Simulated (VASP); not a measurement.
Set up this calculation in VASP 6.6.1, as the native input.

| Item | Value |
| --- | --- |
| Task | single point |
| Functional | PBE |
| Potentials or basis | VASP PAW PBE potentials, release 64 (W_sv, Ti_sv) |
| Cutoff | 520 eV |
| k mesh | 3 × 3 × 3 |
| Occupations | gaussian, width 0.05 eV |
| Spin | no spin polarisation |
| Dipole correction | no |
| Further INCAR settings | LREAL = Auto; ALGO = Normal; EDIFF = 1e-07; NBANDS = 117 |

The structure of TiW14 (a cell with a defect) lies in POSCAR:

```
TiW14
1.0
    6.3200000000      0.0000000000      0.0000000000
    0.0000000000      6.3200000000      0.0000000000
    0.0000000000      0.0000000000      6.3200000000
W Ti
14 1
Direct
   -0.0005879747      0.0024575949      0.0044322785
    0.5001501582      0.0005278481      0.0025219937
   -0.0036577532      0.5042186709     -0.0044362342
   -0.0036213608     -0.0064191456      0.5062088608
    0.4980708861      0.5012346519      0.0044648734
    0.4980974684      0.0024762658      0.5032110759
    0.7427648734      0.2459686709      0.2478713608
    0.2544148734      0.7575234177      0.2482351266
    0.2545939873      0.2461517405      0.7596735759
    0.5067449367      0.5041015823      0.5061153481
    0.7592825949      0.7411678797      0.2546620253
    0.7594802215      0.2528492089      0.7430148734
    0.2481210443      0.7414117089      0.7434556962
    0.7506050633      0.7502441456      0.7520617089
    0.2056177215      0.2945803797      0.2967386076
```

These files were run (other wordings do the same):

INCAR

```
PREC     = Accurate       # precision mode
ENCUT    = 520            # plane-wave cutoff, eV
EDIFF    = 1E-7           # SCF threshold, eV
ISMEAR   = 0              # smearing method
SIGMA    = 0.05           # smearing width, eV
LREAL    = Auto         
LASPH    = True           # aspherical terms in the spheres
NELM     = 80             # most SCF steps
ALGO     = Normal         # electronic algorithm
ISIF     = 2              # what is computed and relaxed
LWAVE    = False          # write WAVECAR
LCHARG   = False          # write CHGCAR
GGA      = PE             # functional
NBANDS   = 117            # bands
```

KPOINTS

```
Automatic mesh
0
Gamma
  3 3 3
```

Potentials or basis: VASP PAW PBE potentials, release 64 (W_sv, Ti_sv).

The run is started by

```console
$ cat potpaw_PBE.64/W_sv/POTCAR potpaw_PBE.64/Ti_sv/POTCAR > POTCAR
$ mpirun -np 1 vasp_std > vasp.out
```

It gave:

The pressure is 0.3 GPa and the largest force is 1.179 eV/Å. The band gap on the k mesh is zero (bands 104 and 105 overlap by 0.93 eV).

Caveat: spin-orbit coupling is left out, which moves the levels of the heavy elements.

Wall time 33 min on 1 thread of Intel Xeon 8259CL (shared host), peak memory 0.48 GiB.
